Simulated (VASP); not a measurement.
# Ti (P6/mmm) in VASP: notebook

The runs below take Ti through single point, with PBEsol.

Everything below comes from runs of VASP 6.6.1. Logs are shortened: lines on timing, memory, paths and dates and some standing lists are left out, and cuts for length are marked.

## 1. The cell of the first run

Symmetry: P6/mmm, No. 191, hexagonal system. Conventional cell: a = 4.600 Å, b = 4.600 Å, c = 2.820 Å, α = 90.00°, β = 90.00°, γ = 120.00°. Within 3.7 Å of Ti (site symmetry 6/mmm) lie 14 Ti at 2.82 to 3.01 Å. Ti (site symmetry -6m2) has 11 Ti at 2.66 to 3.01 Å within 3.5 Å.

## 2. Single point, PBEsol

Contents of INCAR:

```
SYSTEM = Ti
ALGO = Normal
EDIFF = 1E-7
ENCUT = 520
GGA = PS
ISIF = 2
ISMEAR = 0
LASPH = .TRUE.
LCHARG = .TRUE.
LELF = .TRUE.
LREAL = .FALSE.
LVHAR = .TRUE.
LWAVE = .FALSE.
NBANDS = 25
NELM = 80
PREC = Accurate
SIGMA = 0.15
```

Contents of KPOINTS:

```
k-points
0
G
  7 7 10
  0 0 0
```

Contents of POSCAR:

```
Ti
1.0
    4.6000000000      0.0000000000      0.0000000000
   -2.3000000000      3.9837170000      0.0000000000
    0.0000000000      0.0000000000      2.8200000000
Ti
3
Direct
    0.0000000000      0.0000000000      0.0000000000
    0.3333333333      0.6666666667      0.5000000000
    0.6666666667      0.3333333333      0.5000000000
```

Potentials or basis: VASP PAW PBE potentials, release 64 (Ti_sv).

Run with:

```console
$ cat potpaw_PBE.64/Ti_sv/POTCAR > POTCAR
$ mpirun -np 1 vasp_std > vasp.out
```

OUTCAR:

```text
SYSTEM = Ti
   EDIFF = 1E-7
   ENCUT = 520
   GGA = PS
   ISIF = 2
   ISMEAR = 0
   LASPH = .TRUE.
   LREAL = .FALSE.
   NELM = 80
   PREC = Accurate

 ion  position               nearest neighbor table
   1  0.000  0.000  0.000-
   2  0.333  0.667  0.500-   3 2.66   3 2.66   3 2.66
   3  0.667  0.333  0.500-   2 2.66   2 2.66   2 2.66

  LATTYP: Found a hexagonal cell.
 ALAT       =     4.6000000000
 C/A-ratio  =     0.6130434783

  Lattice vectors:

 A1 = (   4.6000000000,   0.0000000000,   0.0000000000)
 A2 = (  -2.3000000000,   3.9837170000,   0.0000000000)
 A3 = (   0.0000000000,   0.0000000000,   2.8200000000)

Analysis of symmetry for initial positions (statically):
=====================================================================
 Subroutine PRICEL returns:
 Original cell was already a primitive cell.

 Routine SETGRP: Setting up the symmetry group for a
 hexagonal supercell.

 Subroutine GETGRP returns: Found 24 space group operations
 (whereof 24 operations were pure point group operations)
 out of a pool of 24 trial point group operations.

The static configuration has the point symmetry D_6h.

Analysis of symmetry for dynamics (positions and initial velocities):
=====================================================================
 Subroutine PRICEL returns:
 Original cell was already a primitive cell.

 Routine SETGRP: Setting up the symmetry group for a
 hexagonal supercell.

 Subroutine GETGRP returns: Found 24 space group operations
 (whereof 24 operations were pure point group operations)
 out of a pool of 24 trial point group operations.

The dynamic configuration has the point symmetry D_6h.

 Subroutine INISYM returns: Found 24 space group operations
 (whereof 24 operations are pure point group operations),
 and found     1 'primitive' translations

----------------------------------------------------------------------------------------

                                     Primitive cell

  volume of cell :      51.6768

  direct lattice vectors                    reciprocal lattice vectors
     4.600000000  0.000000000  0.000000000     0.217391304  0.125510924  0.000000000
    -2.300000000  3.983717000  0.000000000     0.000000000  0.251021847  0.000000000
     0.000000000  0.000000000  2.820000000     0.000000000  0.000000000  0.354609929

  length of vectors
     4.600000000  4.600000123  2.820000000     0.251021854  0.251021847  0.354609929

  position of ions in fractional coordinates (direct lattice)
     0.000000000  0.000000000  0.000000000
     0.333333333  0.666666667  0.500000000
     0.666666667  0.333333333  0.500000000

  ion indices of the primitive-cell ions
   primitive index   ion index
                 1           1
                 2           2
                 3           3

----------------------------------------------------------------------------------------

 KPOINTS: k-points

Automatic generation of k-mesh.
 Grid dimensions read from file:
 generate k-points for:    7    7   10

 Generating k-lattice:

  Cartesian coordinates                     Fractional coordinates (reciprocal lattice)
     0.031055901  0.017930132  0.000000000     0.142857143  0.000000000  0.000000000
     0.000000000  0.035860264  0.000000000     0.000000000  0.142857143  0.000000000
     0.000000000  0.000000000  0.035460993     0.000000000  0.000000000  0.100000000

  Length of vectors
     0.035860265  0.035860264  0.035460993

  Shift w.r.t. Gamma in fractional coordinates (k-lattice)
     0.000000000  0.000000000  0.000000000

 Subroutine IBZKPT returns following result:
 ===========================================

 Found     48 irreducible k-points:

 Following reciprocal coordinates:
            Coordinates               Weight
  0.000000  0.000000  0.000000      1.000000
  0.142857  0.000000  0.000000      6.000000
  0.285714  0.000000  0.000000      6.000000
  0.428571  0.000000  0.000000      6.000000
  0.142857  0.142857  0.000000      6.000000
  0.285714  0.142857  0.000000     12.000000
[... 16 lines left out ...]
  0.428571  0.142857  0.200000     12.000000
  0.285714  0.285714  0.200000     12.000000
 [... further k-points ...]
   k-points           NKPTS =     48   k-points in BZ     NKDIM =     48   number of bands    NBANDS=     25
   number of dos      NEDOS =    301   number of ions     NIONS =      3
   total plane-waves  NPLWV =  31104
   dimension x,y,z NGX =    36 NGY =   36 NGZ =   24
   dimension x,y,z NGXF=    72 NGYF=   72 NGZF=   48
   ions per type =               3
   NGX,Y,Z   is equivalent  to a cutoff of  13.01, 13.01, 14.15 a.u.
   NGXF,Y,Z  is equivalent  to a cutoff of  26.02, 26.02, 28.30 a.u.
 SYSTEM =  Ti
   PREC   = accura    normal or accurate (medium, high low for compatibility)
   ISTART =      0    job   : 0-new  1-cont  2-samecut
   ICHARG =      2    charge: 1-file 2-atom 10-const
   ISPIN  =      1    spin polarized calculation?
   LNONCOLLINEAR =      F non collinear calculations
   LSORBIT =      F    spin-orbit coupling
   LASPH  =      T    aspherical Exc in radial PAW
   ENCUT  =  520.0 eV  38.22 Ry    6.18 a.u.   8.55  8.55  5.24*2*pi/ulx,y,z
   NELM   =     80;   NELMIN=  2; NELMDL= -5     # of ELM steps
   EDIFF  = 0.1E-06   stopping-criterion for ELM
   LREAL  =      F    real-space projection
   EDIFFG = 0.1E-05   stopping-criterion for IOM
   NSW    =      0    number of steps for IOM
   IBRION =     -1    ionic relax: 0-MD 1-quasi-New 2-CG
   NFREE  =      0    steps in history (QN), initial steepest desc. (CG)
   ISIF   =      2    stress and relaxation
   ISYM   =      2    0-nonsym 1-usesym 2-fastsym
   POTIM  = 0.5000    time-step for ionic-motion
   TEBEG  =    0.0;   TEEND  =   0.0 temperature during run
   PSTRESS=    0.0 pullay stress
   NELECT =      36.0000    total number of electrons
   NUPDOWN=      -1.0000    fix difference up-down
   EMIN   =  10.00;   EMAX   =-10.00  energy-range for DOS
   EFERMI =   0.00;   METHOD = LEGACY
   ISMEAR =     0;   SIGMA  =   0.15  broadening in eV -4-tet -1-fermi 0-gaus
   EFERMI_NEDOS =   21; number of points for ismear=-14 and -15
   IALGO  =     38    algorithm
   IMIX   =      4    mixing-type and parameters
     AMIX     =   0.40;   BMIX     =  1.00
     AMIX_MAG =   1.60;   BMIX_MAG =  1.00
  volume/ion in A,a.u.               =      17.23       116.24
  Fermi-wavevector in a.u.,A,eV,Ry     =   1.451255  2.742475 28.655806  2.106142
  Thomas-Fermi vector in A             =   2.568774
   LORBIT       =      0    0 simple, 1 ext, 2 COOP (PROOUT), +10 PAW based schemes
   GGA     = PS    functional components
   LHFCALC =     F    Hartree Fock is set to
   AEXX    =    0.0000 exact exchange contribution
   IVDW    =     0    specifies the selected vdW correction
   LEPSILON=     F    determine dielectric tensor
   LRPA    =     F    only Hartree local field effects (RPA)
 non-spin polarized calculation
 Gauss-broadening in eV      SIGMA  =   0.15
  energy-cutoff  :      520.00
  volume of cell :       51.68
 maximum number of plane-waves:      1420
 NGX is ok and might be reduce to    36
   NGX = 17   NGY = 17   NGZ = 11

 number of electron      35.9999981 magnetization

 Free energy of the ion-electron system (eV)
  ---------------------------------------------------
  ext. energy  EPLUGINS =         0.00000000
  ---------------------------------------------------
  free energy    TOTEN  =       -25.03530068 eV

  energy without entropy =      -25.00432057  energy(sigma->0) =      -25.01981063

 E-fermi :   8.1664     XC(G=0): -11.6743

 val. band max:        8.1183355972   @ k =   0.4286   0.0000   0.1000
 cond. band min:       8.1692327672   @ k =   0.2857   0.0000   0.1000
 fundamental gap:      0.0508971700
 Fermi energy:         8.1664286884

 k-point     1 :       0.0000    0.0000    0.0000
  band No.  band energies     occupation
      1     -48.4745      2.00000
      2     -48.2209      2.00000
      3     -48.0634      2.00000
      4     -24.8886      2.00000
      5     -24.8886      2.00000
      6     -24.7774      2.00000
[... 17 lines left out ...]
     24      10.0410      0.00000
     25      10.1290      0.00000

 k-point     2 :       0.1429    0.0000    0.0000
  band No.  band energies     occupation
      1     -48.4719      2.00000
      2     -48.2161      2.00000
      3     -48.0710      2.00000
      4     -24.9383      2.00000
      5     -24.9216      2.00000
      6     -24.7265      2.00000
[... 17 lines left out ...]
     24       9.7864      0.00000
     25      10.5048      0.00000

 k-point     3 :       0.2857    0.0000    0.0000
  band No.  band energies     occupation
      1     -48.4663      2.00000
      2     -48.2018      2.00000
      3     -48.0915      2.00000
      4     -25.0029      2.00000
      5     -24.9222      2.00000
      6     -24.6592      2.00000
[... 17 lines left out ...]
     24      10.0574      0.00000
     25      10.9099      0.00000

 k-point     4 :       0.4286    0.0000    0.0000
  band No.  band energies     occupation
      1     -48.4621      2.00000
      2     -48.1828      2.00000
      3     -48.1152      2.00000
      4     -25.0404      2.00000
      5     -24.8745      2.00000
      6     -24.6423      2.00000
[... 17 lines left out ...]
     24      10.4673      0.00000
     25      10.6274      0.00000

 k-point     5 :       0.1429    0.1429    0.0000
  band No.  band energies     occupation
      1     -48.4679      2.00000
      2     -48.2064      2.00000
      3     -48.0852      2.00000
      4     -24.9595      2.00000
      5     -24.9569      2.00000
      6     -24.6911      2.00000
[... 17 lines left out ...]
     24       9.9162      0.00000
     25      10.8639      0.00000

 k-point     6 :       0.2857    0.1429    0.0000
  band No.  band energies     occupation
      1     -48.4631      2.00000
      2     -48.1877      2.00000
      3     -48.1091      2.00000
      4     -24.9986      2.00000
      5     -24.9225      2.00000
      6     -24.6991      2.00000
[... 17 lines left out ...]
     24      10.3802      0.00000
     25      10.6400      0.00000
[... 393 lines left out ...]
 k-point    21 :       0.1429    0.1429    0.2000
  band No.  band energies     occupation
      1     -48.4457      2.00000
      2     -48.1882      2.00000
      3     -48.0657      2.00000
      4     -24.9233      2.00000
      5     -24.9083      2.00000
      6     -24.7059      2.00000
[... 17 lines left out ...]
     24       9.8967      0.00000
     25      10.9427      0.00000

 k-point    22 :       0.2857    0.1429    0.2000
  band No.  band energies     occupation
      1     -48.4425      2.00000
      2     -48.1681      2.00000
      3     -48.0895      2.00000
      4     -24.9510      2.00000
      5     -24.8958      2.00000
      6     -24.7369      2.00000
[... 17 lines left out ...]
     24      10.3160      0.00000
     25      10.6259      0.00000

 k-point    23 :       0.4286    0.1429    0.2000
  band No.  band energies     occupation
      1     -48.4412      2.00000
      2     -48.1526      2.00000
      3     -48.1065      2.00000
      4     -24.9631      2.00000
      5     -24.8644      2.00000
      6     -24.7768      2.00000
[... 17 lines left out ...]
     24      10.4731      0.00000
     25      10.8087      0.00000

 k-point    24 :       0.2857    0.2857    0.2000
  band No.  band energies     occupation
      1     -48.4410      2.00000
      2     -48.1453      2.00000
      3     -48.1141      2.00000
      4     -24.9103      2.00000
      5     -24.8959      2.00000
      6     -24.8209      2.00000
[... 17 lines left out ...]
     24      10.6638      0.00000
     25      10.7423      0.00000

 [... further k-points ...]
[... 5 lines left out ...]
  --------------------------------------------------------------------------------------
  -------------------------------------------------------------------------------------
  Total       -1.8624540     -1.8624541     -1.2551641      0.0000000      0.0000000      0.0000000
  in kB      -57.7431823    -57.7431865    -38.9148789      0.0000000      0.0000000      0.0000000
  external PRESSURE =     -51.4670826 kB  Pullay stress =       0.0000000 kB

 VOLUME and BASIS-vectors are now :
 -----------------------------------------------------------------------------
  energy-cutoff  :      520.00
  volume of cell :       51.68
      direct lattice vectors                 reciprocal lattice vectors
     4.600000000  0.000000000  0.000000000     0.217391304  0.125510924  0.000000000
    -2.300000000  3.983717000  0.000000000     0.000000000  0.251021847  0.000000000
     0.000000000  0.000000000  2.820000000     0.000000000  0.000000000  0.354609929

 POSITION                                       TOTAL-FORCE (eV/Angst)
 -----------------------------------------------------------------------------------
      0.00000      0.00000      0.00000        -0.000000      0.000000     -0.000000
     -0.00000      2.65581      1.41000        -0.000000      0.000000      0.000000
      2.30000      1.32791      1.41000         0.000000     -0.000000     -0.000000
 -----------------------------------------------------------------------------------
    total drift:                                0.000000      0.000000     -0.000000

  FREE ENERGIE OF THE ION-ELECTRON SYSTEM (eV)
  ---------------------------------------------------
  free  energy   TOTEN  =       -25.0353006842 eV

  energy  without entropy=      -25.0043205741  energy(sigma->0) =      -25.01981063
```

Wall time 70 s (1 thread of Intel Xeon 6975P-C (Granite Rapids), shared host); peak memory 0.2 GiB.

What came out:

```
Free energy            : -25.0353 eV
Pressure               : -5.1 GPa
Band gap on the k mesh : zero (band 18 reaches 8.33 eV, above the bottom of band 19 at 8.09 eV)
```

Levels at points of the mesh, in eV from the Fermi level:
| k point | band 14 | band 15 | band 16 | band 17 | band 18 | band 19 | band 20 | band 21 | band 22 | band 23 |
| --- | --- | --- | --- | --- | --- | --- | --- | --- | --- | --- |
| (0.00, 0.00, 0.00) | -1.91 | -0.70 | -0.70 | -0.60 | -0.60 | -0.07 | 0.64 | 1.29 | 1.29 | 1.87 |
| (0.00, 0.00, 0.50) | -2.05 | -2.05 | -1.67 | -1.58 | -1.58 | 1.03 | 1.03 | 1.26 | 1.26 | 2.93 |

Caveat: the PAW data sets were made with another functional, which shifts forces and pressure a little.

## 3. Single point, PBEsol

This run uses another cell than the first one, of 17.57 Å³/atom, 1.020 times its volume.

Contents of INCAR:

```
SYSTEM = Ti
PREC = Accurate ; ENCUT = 520
EDIFF = 1E-6 ; ISMEAR = 0
SIGMA = 0.15 ; LREAL = .FALSE.
LASPH = .TRUE. ; NELM = 100
ALGO = Normal ; ISIF = 2
LWAVE = .FALSE. ; LCHARG = .FALSE.
GGA = PS ; NBANDS = 25
```

Contents of KPOINTS:

```
regular mesh
0
G
  7 7 10
  0 0 0
```

Contents of POSCAR:

```
Ti
1.0
    4.6304644640      0.0000000000      0.0000000000
   -2.3152322320      4.0101000007      0.0000000000
    0.0000000000      0.0000000000      2.8386760410
Ti
3
Direct
    0.0000000000      0.0000000000      0.0000000000
    0.3333333333      0.6666666667      0.5000000000
    0.6666666667      0.3333333333      0.5000000000
```

Potentials or basis: VASP PAW PBE potentials, release 64 (Ti_sv).

Run with:

```console
$ cat potpaw_PBE.64/Ti_sv/POTCAR > POTCAR
$ mpirun -np 1 vasp_std > vasp.out
```

Run time: 57 s. Hardware: 1 thread of Intel Xeon 6975P-C (Granite Rapids), shared host; peak memory 0.2 GiB.

It converged, with:

| Quantity | Value |
| --- | --- |
| Free energy | -24.9962 eV |
| Pressure | -7.1 GPa |
| Band gap on the k mesh | zero (band 18 reaches 8.12 eV, above the bottom of band 19 at 7.88 eV) |

Stress tensor (GPa, compression positive):
```
-7.66  0.00  0.00
 0.00 -7.66  0.00
 0.00  0.00 -5.94
```

Levels at points of the mesh, in eV from the Fermi level:
```csv
k point,band 16,band 17,band 18,band 19,band 20,band 21
"(0.00, 0.00, 0.00)",-0.70,-0.60,-0.60,-0.08,0.63,1.26
"(0.00, 0.00, 0.50)",-1.67,-1.53,-1.53,1.02,1.02,1.23
```

Caveat: the PAW data sets were made with another functional, which shifts forces and pressure a little.
